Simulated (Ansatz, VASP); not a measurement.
MgO in VASP and in Ansatz

INCAR

```
SYSTEM = MgO
  ALGO = Normal
  EDIFF = 1E-7
  EDIFFG = -0.01
  ENCUT = 600
  GGA = PE
  GGA_COMPAT = .False.
  IBRION = 2
  ISIF = 3
  ISMEAR = 0
  LASPH = .True.
  LCHARG = .False.
  LREAL = .False.
  LWAVE = .False.
  NELM = 120
  NELMIN = 4
  NSW = 80
  PREC = Accurate
  SIGMA = 0.01
```

The input KPOINTS:

```
k-points
0
Gamma
  6 6 6
  0 0 0
```

Contents of POSCAR:

```
MgO
1.0
    0.0000000000      2.1413941318      2.1846531628
    2.1413941318      0.0000000000      2.1846531628
    2.1413941318      2.1413941318      0.0000000000
Mg O
1 1
Direct
    0.0000000000      0.0000000000      0.0000000000
    0.5000000000      0.5000000000      0.5000000000
```

Input for Ansatz:

```yaml
crystal:
  lattice:
    - [0.0, 2.1413941318, 2.1846531628]
    - [2.1413941318, 0.0, 2.1846531628]
    - [2.1413941318, 2.1413941318, 0.0]
  atoms:
    - { symbol: Mg, position: [0.0, 0.0, 0.0] }
    - { symbol: O, position: [0.5, 0.5, 0.5] }
kpoints:
  mp_grid: { grid: [6, 6, 6], shift: [0, 0, 0] }
hamiltonian:
  xc: pbe
  dispersion: none
  pseudopotentials: { kind: nc }
magnetization:
  spin_polarized: false
scf:
  occupations: { method: fixed }
relax:
  cell: {}
```

Alike in both runs: task relaxation of cell and atoms; functional PBE; k mesh 6 × 6 × 6; no spin polarisation.

|  | VASP | Ansatz |
| --- | --- | --- |
| version | VASP 6.6.1 | Ansatz 0.2 development build |
| potentials or method | VASP PAW PBE potentials, release 64 (Mg, O) | scalar-relativistic |
| plane-wave cutoff (eV) | 600 | 1240 |
| occupations | gaussian, width 0.01 eV | fixed |

Ansatz gave:

| Item | Value |
| --- | --- |
| relaxed volume (Å³/atom) | 9.63 |
| relaxed cell length with the largest relative difference (Å) | 3.009 |

Problem. Estimate VASP's values.

Solution. Relaxed volume (Å³/atom): 9.55; relaxed cell length with the largest relative difference (Å): 3.000.

Ansatz's warnings: cutoff auto derived.

The k mesh is coarse, so the values compare programs but aren't converged.
